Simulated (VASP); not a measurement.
Se:

```
Se
1.0
     0.00000    3.08783    3.08783
     3.08783    0.00000    3.08783
     3.08783    3.08783    0.00000
Se
2
Direct
  0.12500 0.12500 0.12500
  0.87500 0.87500 0.87500
```

```yaml
Program: VASP 6.6.1
Task: relaxation of cell and atoms
Functional: PBEsol
Potentials_or_basis: VASP PAW PBE potentials, release 64 (Se)
Cutoff: 500 eV
k_mesh: 9 × 9 × 9
Occupations: fermi-dirac, width 0.1 eV
Spin: no spin polarisation
```

At the start: pressure 1.1 GPa; volume 29.44 Å³/atom.

Task: How do energy, volume and symmetry change on relaxing?

Result: Over 3 steps the energy falls by 2.5 meV/atom and the volume is 30.17 Å³/atom (+2.5 %); space group Fd-3m (No. 227, to 0.05 Å).

Step by step:
| step | energy change (eV) | largest force (eV/Å) | pressure (GPa) | volume (Å³) |
| --- | --- | --- | --- | --- |
| 1 | 0.0000 | 0.0000 | 1.14 | 58.88 |
| 2 | -0.0048 | 0.0000 | -0.24 | 60.68 |
| 3 | -0.0050 | 0.0000 | 0.00 | 60.34 |

Final structure:
```cif
data_structure
_symmetry_space_group_name_H-M 'P 1'
_symmetry_Int_Tables_number 1
_cell_length_a 4.4026
_cell_length_b 4.4026
_cell_length_c 4.4026
_cell_angle_alpha 60.000
_cell_angle_beta 60.000
_cell_angle_gamma 60.000
_cell_volume 60.34
loop_
_atom_site_label
_atom_site_type_symbol
_atom_site_fract_x
_atom_site_fract_y
_atom_site_fract_z
_atom_site_occupancy
Se1 Se 0.12500 0.12500 0.12500 1
Se2 Se 0.87500 0.87500 0.87500 1
```

Caveat: the PAW data sets were made with another functional, which shifts forces and pressure a little.
